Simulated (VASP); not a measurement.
# Ca (Fm-3m) in VASP: a series of runs

The runs below take Ca through single point, relaxation of cell and atoms, with PBEsol.

All numbers are computed with VASP 6.6.1; they aren't measurements. Logs are shortened: lines on timing, memory, paths and dates and some standing lists are left out, and cuts for length are marked.

### 1 The cell of the first run

The structure is cubic, space group Fm-3m (No. 225). The conventional cell has a = 5.471 Å, b = 5.471 Å, c = 5.471 Å, α = 90.00°, β = 90.00°, γ = 90.00°. Ca (site symmetry m-3m) has 12 Ca at 3.87 Å within 5.1 Å.

### 2 Single point, PBEsol

Input file INCAR:

```
SYSTEM = Ca
ALGO = Normal
EDIFF = 1E-6
ENCUT = 520
GGA = PS
ISIF = 2
ISMEAR = 1
LASPH = .True.
LCHARG = .True.
LELF = .True.
LREAL = .False.
LVHAR = .True.
LWAVE = .False.
NBANDS = 11
NELM = 60
PREC = Accurate
SIGMA = 0.05
```

Input file KPOINTS:

```
k-points
0
Gamma
  7 7 7
  0 0 0
```

Input file POSCAR:

```
Ca
1.0
    0.0000000000      2.7353179837      2.7353179837
    2.7353179837      0.0000000000      2.7353179837
    2.7353179837      2.7353179837      0.0000000000
Ca
1
Direct
    0.0000000000      0.0000000000      0.0000000000
```

Potentials or basis: VASP PAW PBE potentials, release 64 (Ca_sv).

Launch:

```console
> cat potpaw_PBE.64/Ca_sv/POTCAR > POTCAR
> mpirun -np 1 vasp_std > vasp.out
```

OUTCAR:

```text
SYSTEM = Ca
   EDIFF = 1E-6
   ENCUT = 520
   GGA = PS
   ISIF = 2
   ISMEAR = 1
   LASPH = .True.
   LREAL = .False.
   NELM = 60
   PREC = Accurate

 ion  position               nearest neighbor table
   1  0.000  0.000  0.000-

  LATTYP: Found a face centered cubic cell.
 ALAT       =     5.4706359674

  Lattice vectors:

 A1 = (   0.0000000000,   2.7353179837,   2.7353179837)
 A2 = (   2.7353179837,   0.0000000000,   2.7353179837)
 A3 = (   2.7353179837,   2.7353179837,   0.0000000000)

Analysis of symmetry for initial positions (statically):
=====================================================================
 Subroutine PRICEL returns:
 Original cell was already a primitive cell.

 Routine SETGRP: Setting up the symmetry group for a
 face centered cubic supercell.

 Subroutine GETGRP returns: Found 48 space group operations
 (whereof 48 operations were pure point group operations)
 out of a pool of 48 trial point group operations.

The static configuration has the point symmetry O_h .

Analysis of symmetry for dynamics (positions and initial velocities):
=====================================================================
 Subroutine PRICEL returns:
 Original cell was already a primitive cell.

 Routine SETGRP: Setting up the symmetry group for a
 face centered cubic supercell.

 Subroutine GETGRP returns: Found 48 space group operations
 (whereof 48 operations were pure point group operations)
 out of a pool of 48 trial point group operations.

The dynamic configuration has the point symmetry O_h .

 Subroutine INISYM returns: Found 48 space group operations
 (whereof 48 operations are pure point group operations),
 and found     1 'primitive' translations

----------------------------------------------------------------------------------------

                                     Primitive cell

  volume of cell :      40.9311

  direct lattice vectors                    reciprocal lattice vectors
     0.000000000  2.735317984  2.735317984    -0.182794104  0.182794104  0.182794104
     2.735317984  0.000000000  2.735317984     0.182794104 -0.182794104  0.182794104
     2.735317984  2.735317984  0.000000000     0.182794104  0.182794104 -0.182794104

  length of vectors
     3.868323790  3.868323790  3.868323790     0.316608675  0.316608675  0.316608675

  position of ions in fractional coordinates (direct lattice)
     0.000000000  0.000000000  0.000000000

  ion indices of the primitive-cell ions
   primitive index   ion index
                 1           1

----------------------------------------------------------------------------------------

 KPOINTS: k-points

Automatic generation of k-mesh.
 Grid dimensions read from file:
 generate k-points for:    7    7    7

 Generating k-lattice:

  Cartesian coordinates                     Fractional coordinates (reciprocal lattice)
    -0.026113443  0.026113443  0.026113443     0.142857143  0.000000000  0.000000000
     0.026113443 -0.026113443  0.026113443     0.000000000  0.142857143  0.000000000
     0.026113443  0.026113443 -0.026113443     0.000000000  0.000000000  0.142857143

  Length of vectors
     0.045229811  0.045229811  0.045229811

  Shift w.r.t. Gamma in fractional coordinates (k-lattice)
     0.000000000  0.000000000  0.000000000

 Subroutine IBZKPT returns following result:
 ===========================================

 Found     20 irreducible k-points:

 Following reciprocal coordinates:
            Coordinates               Weight
  0.000000  0.000000  0.000000      1.000000
  0.142857  0.000000  0.000000      8.000000
  0.285714  0.000000  0.000000      8.000000
  0.428571  0.000000  0.000000      8.000000
  0.142857  0.142857  0.000000      6.000000
  0.285714  0.142857  0.000000     24.000000
[... 12 lines left out ...]
 -0.428571  0.428571  0.142857     24.000000
 -0.285714  0.428571  0.142857     24.000000
   k-points           NKPTS =     20   k-points in BZ     NKDIM =     20   number of bands    NBANDS=     11
   number of dos      NEDOS =    301   number of ions     NIONS =      1
   total plane-waves  NPLWV =  27000
   dimension x,y,z NGX =    30 NGY =   30 NGZ =   30
   dimension x,y,z NGXF=    60 NGYF=   60 NGZF=   60
   ions per type =               1
   NGX,Y,Z   is equivalent  to a cutoff of  12.89, 12.89, 12.89 a.u.
   NGXF,Y,Z  is equivalent  to a cutoff of  25.79, 25.79, 25.79 a.u.
 SYSTEM =  Ca
   PREC   = accura    normal or accurate (medium, high low for compatibility)
   ISTART =      0    job   : 0-new  1-cont  2-samecut
   ICHARG =      2    charge: 1-file 2-atom 10-const
   ISPIN  =      1    spin polarized calculation?
   LNONCOLLINEAR =      F non collinear calculations
   LSORBIT =      F    spin-orbit coupling
   LASPH  =      T    aspherical Exc in radial PAW
   ENCUT  =  520.0 eV  38.22 Ry    6.18 a.u.   7.19  7.19  7.19*2*pi/ulx,y,z
   NELM   =     60;   NELMIN=  2; NELMDL= -5     # of ELM steps
   EDIFF  = 0.1E-05   stopping-criterion for ELM
   LREAL  =      F    real-space projection
   EDIFFG = 0.1E-04   stopping-criterion for IOM
   NSW    =      0    number of steps for IOM
   IBRION =     -1    ionic relax: 0-MD 1-quasi-New 2-CG
   NFREE  =      0    steps in history (QN), initial steepest desc. (CG)
   ISIF   =      2    stress and relaxation
   ISYM   =      2    0-nonsym 1-usesym 2-fastsym
   POTIM  = 0.5000    time-step for ionic-motion
   TEBEG  =    0.0;   TEEND  =   0.0 temperature during run
   PSTRESS=    0.0 pullay stress
   NELECT =      10.0000    total number of electrons
   NUPDOWN=      -1.0000    fix difference up-down
   EMIN   =  10.00;   EMAX   =-10.00  energy-range for DOS
   EFERMI =   0.00;   METHOD = LEGACY
   ISMEAR =     1;   SIGMA  =   0.05  broadening in eV -4-tet -1-fermi 0-gaus
   EFERMI_NEDOS =   21; number of points for ismear=-14 and -15
   IALGO  =     38    algorithm
   IMIX   =      4    mixing-type and parameters
     AMIX     =   0.40;   BMIX     =  1.00
     AMIX_MAG =   1.60;   BMIX_MAG =  1.00
  volume/ion in A,a.u.               =      40.93       276.22
  Fermi-wavevector in a.u.,A,eV,Ry     =   1.023427  1.933997 14.250790  1.047404
  Thomas-Fermi vector in A             =   2.157160
   LORBIT       =      0    0 simple, 1 ext, 2 COOP (PROOUT), +10 PAW based schemes
   GGA     = PS    functional components
   LHFCALC =     F    Hartree Fock is set to
   AEXX    =    0.0000 exact exchange contribution
   IVDW    =     0    specifies the selected vdW correction
   LEPSILON=     F    determine dielectric tensor
   LRPA    =     F    only Hartree local field effects (RPA)
 non-spin polarized calculation
 Methfessel and Paxton  Order N= 1 SIGMA  =   0.05
  energy-cutoff  :      520.00
  volume of cell :       40.93
 maximum number of plane-waves:      1117
 NGX is ok and might be reduce to    30
   NGX = 15   NGY = 15   NGZ = 15

 number of electron      10.0000002 magnetization

 Free energy of the ion-electron system (eV)
  ---------------------------------------------------
  ext. energy  EPLUGINS =         0.00000000
  ---------------------------------------------------
  free energy    TOTEN  =        -2.13875118 eV

  energy without entropy =       -2.13962846  energy(sigma->0) =       -2.13904361

 E-fermi :   2.0412     XC(G=0):  -7.9116

 val. band max:        1.9722393167   @ k =  -0.4286   0.1429   0.0000
 cond. band min:       2.0923611849   @ k =  -0.2857   0.4286   0.1429
 fundamental gap:      0.1201218682
 Fermi energy:         2.0412123890

 k-point     1 :       0.0000    0.0000    0.0000
  band No.  band energies     occupation
      1     -39.7913      2.00000
      2     -20.7770      2.00000
      3     -20.7770      2.00000
      4     -20.7770      2.00000
      5      -2.0800      2.00000
      6       4.3603      0.00000
      7       4.3603      0.00000
      8       4.3603      0.00000
      9       5.4757      0.00000
     10       5.4757      0.00000
     11      11.2706      0.00000

 k-point     2 :       0.1429    0.0000    0.0000
  band No.  band energies     occupation
      1     -39.7883      2.00000
      2     -20.8071      2.00000
      3     -20.7811      2.00000
      4     -20.7811      2.00000
      5      -1.7254      2.00000
      6       3.9994      0.00000
      7       4.4752      0.00000
      8       4.4752      0.00000
      9       5.3890      0.00000
     10       5.3890      0.00000
     11      11.2740      0.00000

 k-point     3 :       0.2857    0.0000    0.0000
  band No.  band energies     occupation
      1     -39.7815      2.00000
      2     -20.8738      2.00000
      3     -20.7902      2.00000
      4     -20.7902      2.00000
      5      -0.7405      2.00000
      6       3.2037      0.00000
      7       4.4616      0.00000
      8       4.4616      0.00000
      9       5.5943      0.00000
     10       5.5943      0.00000
     11       9.0778      0.00000

 k-point     4 :       0.4286    0.0000    0.0000
  band No.  band energies     occupation
      1     -39.7760      2.00000
      2     -20.9265      2.00000
      3     -20.7976      2.00000
      4     -20.7976      2.00000
      5       0.5812      2.00000
      6       2.2206     -0.00000
      7       4.2746      0.00000
      8       4.2746      0.00000
      9       6.0970      0.00000
     10       6.0970      0.00000
     11       7.5834      0.00000

 k-point     5 :       0.1429    0.1429    0.0000
  band No.  band energies     occupation
      1     -39.7873      2.00000
      2     -20.8062      2.00000
      3     -20.7878      2.00000
      4     -20.7878      2.00000
      5      -1.6087      2.00000
      6       3.9131      0.00000
      7       4.5551      0.00000
      8       4.5551      0.00000
      9       5.0114      0.00000
     10       5.5990      0.00000
     11      11.8414      0.00000
[... 155 lines left out ...]
 k-point    17 :       0.4286    0.2857    0.1429
  band No.  band energies     occupation
      1     -39.7767      2.00000
      2     -20.8831      2.00000
      3     -20.8268      2.00000
      4     -20.8036      2.00000
      5       0.0674      2.00000
      6       3.0318     -0.00000
      7       3.7154      0.00000
      8       4.9707      0.00000
      9       5.2768      0.00000
     10       6.2336      0.00000
     11       9.0676      0.00000

 k-point    18 :      -0.4286    0.2857    0.1429
  band No.  band energies     occupation
      1     -39.7726      2.00000
      2     -20.9037      2.00000
      3     -20.8460      2.00000
      4     -20.8136      2.00000
      5       1.3031      2.00000
      6       2.4299     -0.00000
      7       3.3513      0.00000
      8       4.8039      0.00000
      9       5.8858      0.00000
     10       6.5819      0.00000
     11       7.4576      0.00000

 k-point    19 :      -0.4286    0.4286    0.1429
  band No.  band energies     occupation
      1     -39.7708      2.00000
      2     -20.9056      2.00000
      3     -20.8483      2.00000
      4     -20.8304      2.00000
      5       1.5443      2.00000
      6       2.6434     -0.00000
      7       3.0029     -0.00000
      8       5.2706      0.00000
      9       6.1288      0.00000
     10       6.6294      0.00000
     11       7.7561      0.00000

 k-point    20 :      -0.2857    0.4286    0.1429
  band No.  band energies     occupation
      1     -39.7703      2.00000
      2     -20.8860      2.00000
      3     -20.8764      2.00000
      4     -20.8279      2.00000
      5       2.0924     -0.05470
      6       2.5577     -0.00000
      7       2.7709     -0.00000
      8       4.8365      0.00000
      9       6.1750      0.00000
     10       6.7859      0.00000
     11       7.4446      0.00000

------------------------ aborting loop because EDIFF is reached ----------------------------------------

  FORCE on cell =-STRESS in cart. coord.  units (eV):
  Direction    XX          YY          ZZ          XY          YZ          ZX
  --------------------------------------------------------------------------------------
  -------------------------------------------------------------------------------------
  Total        0.0032846      0.0032846      0.0032846     -0.0000000      0.0000000      0.0000000
  in kB        0.1285701      0.1285701      0.1285701     -0.0000000      0.0000000      0.0000000
  external PRESSURE =       0.1285701 kB  Pullay stress =       0.0000000 kB

 VOLUME and BASIS-vectors are now :
 -----------------------------------------------------------------------------
  energy-cutoff  :      520.00
  volume of cell :       40.93
      direct lattice vectors                 reciprocal lattice vectors
     0.000000000  2.735317984  2.735317984    -0.182794104  0.182794104  0.182794104
     2.735317984  0.000000000  2.735317984     0.182794104 -0.182794104  0.182794104
     2.735317984  2.735317984  0.000000000     0.182794104  0.182794104 -0.182794104

 POSITION                                       TOTAL-FORCE (eV/Angst)
 -----------------------------------------------------------------------------------
      0.00000      0.00000      0.00000         0.000000      0.000000      0.000000
 -----------------------------------------------------------------------------------
    total drift:                               -0.000000     -0.000000      0.000000

  FREE ENERGIE OF THE ION-ELECTRON SYSTEM (eV)
  ---------------------------------------------------
  free  energy   TOTEN  =        -2.1387511848 eV

  energy  without entropy=       -2.1396284571  energy(sigma->0) =       -2.13904361
```

Run time: 18 s. Hardware: 1 thread of Intel Xeon Platinum 8259CL at 2.50GHz (Skylake/Cascade Lake), shared host; peak memory 0.16 GiB.

What came out:

- Free energy: -2.1388 eV
- Pressure: 0.0 GPa
- Band gap on the k mesh: zero (band 5 reaches 2.09 eV, above the bottom of band 6 at 1.97 eV)

Levels at points of the mesh, in eV from the Fermi level:
```csv
k point,band 3,band 4,band 5,band 6,band 7,band 8
"(0.00, 0.00, 0.00)",-22.82,-22.82,-4.12,2.32,2.32,2.32
```

Caveat: the PAW data sets were made with another functional, which shifts forces and pressure a little.

### 3 Relaxation of cell and atoms, PBEsol

This run uses another cell than the first one, of 43.63 Å³/atom, 1.066 times its volume.

Input file INCAR:

```
SYSTEM = Ca
PREC = Accurate
ENCUT = 600
EDIFF = 1E-6
ISMEAR = 1
SIGMA = 0.05
LREAL = .FALSE.
LASPH = .TRUE.
NELM = 100
ALGO = Normal
ISIF = 3
LWAVE = .FALSE.
LCHARG = .FALSE.
GGA = PS
IBRION = 2
NSW = 80
EDIFFG = -0.03
```

Input file KPOINTS:

```
Automatic mesh
0
G
  7 7 7
  0 0 0
```

Input file POSCAR:

```
Ca
1.0
    0.0000000000      2.7942000000      2.7942000000
    2.7942000000      0.0000000000      2.7942000000
    2.7942000000      2.7942000000      0.0000000000
Ca
1
Direct
    0.0000000000      0.0000000000      0.0000000000
```

Potentials or basis: VASP PAW PBE potentials, release 64 (Ca_sv).

Launch:

```console
> cat potpaw_PBE.64/Ca_sv/POTCAR > POTCAR
> mpirun -np 1 vasp_std > vasp.out
```

Wall time 38 s (1 thread of Intel Xeon Platinum 8259CL at 2.50GHz (Skylake/Cascade Lake), shared host); peak memory 0.18 GiB.

Results (log left out):

| Item | Value |
| --- | --- |
| Free energy | -2.1390 eV |
| Relaxed volume | 41.07 Å³/atom |
| Relaxed cell | a = 3.873 Å, b = 3.873 Å, c = 3.873 Å, α = 60.00°, β = 60.00°, γ = 60.00° |
| Space group after relaxing (to 0.05 Å) | Fm-3m (No. 225) |
| Energy gained by relaxing | 9.0 meV/atom |
| Ionic steps | 3 |
| Pressure after relaxing | 0.0 GPa |
| Band gap on the k mesh | zero (band 5 reaches 2.08 eV, above the bottom of band 6 at 1.96 eV) |

Step by step:
```tsv
step	energy change (eV)	largest force (eV/Å)	pressure (GPa)	volume (Å³)
1	0.0000	0.0000	-1.07	43.63
2	-0.0082	0.0000	-0.35	41.81
3	-0.0090	0.0000	-0.02	41.07
```

Final structure:
```
Ca
1.0
     0.00000    2.73838    2.73838
     2.73838    0.00000    2.73838
     2.73838    2.73838    0.00000
Ca
1
Direct
  0.00000 0.00000 0.00000
```

Levels at points of the mesh, in eV from the Fermi level:
```tsv
k point	band 1	band 2	band 3	band 4	band 5	band 6	band 7	band 8	band 9
(0.00, 0.00, 0.00)	-41.84	-22.83	-22.83	-22.83	-4.12	2.31	2.31	2.31	3.42
```

Caveat: the PAW data sets were made with another functional, which shifts forces and pressure a little.
